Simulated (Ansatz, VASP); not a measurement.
# Rh in VASP and in Ansatz

Contents of POSCAR:

```
Rh
1.0
    0.0000000000      2.8033924044      2.8033924044
    2.8033924044      0.0000000000      2.8033924044
    2.8033924044      2.8033924044      0.0000000000
Rh
2
Direct
    0.1250000000      0.1250000000      0.1250000000
    0.8750000000      0.8750000000      0.8750000000
```

Contents of INCAR.step1:

```
PREC = Accurate
ENCUT = 520
ISMEAR = -1
SIGMA = 0.1
LREAL = False
LASPH = True
NELM = 80
NBANDS = 22
GGA = PE
ALGO = Normal
EDIFF = 1E-4
LWAVE = True
LCHARG = False
```

File INCAR.step2:

```
PREC = Accurate
ENCUT = 520
EDIFF = 1E-6
ISMEAR = -1
SIGMA = 0.1
LREAL = False
LASPH = True
NELM = 80
ALGO = Normal
ISIF = 2
LWAVE = False
LCHARG = False
METAGGA = R2SCAN
LMIXTAU = True
NBANDS = 22
ISTART = 1
```

Contents of KPOINTS:

```
Automatic mesh
0
Gamma
  11 11 11
```

Input for Ansatz:

```yaml
crystal:
  lattice:
    - [0.0, 2.8033924044, 2.8033924044]
    - [2.8033924044, 0.0, 2.8033924044]
    - [2.8033924044, 2.8033924044, 0.0]
  atoms:
    - { symbol: Rh, position: [0.125, 0.125, 0.125] }
    - { symbol: Rh, position: [0.875, 0.875, 0.875] }
hamiltonian:
  xc: r2scan
  pseudopotentials:
    kind: paw
    azcp:
      Rh: "pseudopotentials/Rh.paw.azcp"
basis:
  ecutwfc: 500
  fft_grid_basis: typed
kpoints:
  mp_grid: { grid: [11, 11, 11], shift: [0, 0, 0] }
magnetization:
  spin_polarized: false
scf:
  occupations: { method: fermi_dirac, width: 0.1 }
  lower_state_search: "off"
output:
  stress: true
```

Alike in both runs: task single point; functional r2SCAN; k mesh 11 × 11 × 11; occupations fermi-dirac, width 0.1 eV; no spin polarisation.

|  | VASP | Ansatz |
| --- | --- | --- |
| version | VASP 6.6.1 | Ansatz 0.2.0 |
| potentials or method | VASP PAW PBE potentials, release 64 (Rh_pv), cutoff 520 eV | plane waves (500 eV) with PAW, scalar-relativistic |
| valence electrons in the cell | 30 | 34 |

|  | VASP | Ansatz | Ansatz less VASP |
| --- | --- | --- | --- |
| pressure (GPa) | -8.7 | -9.1 | -0.43 |

VASP's potentials were made for PBE, not for r2SCAN. VASP's potentials hold 30 valence electrons a cell and Ansatz's 34, so a difference there can come from the potentials and not from the codes.
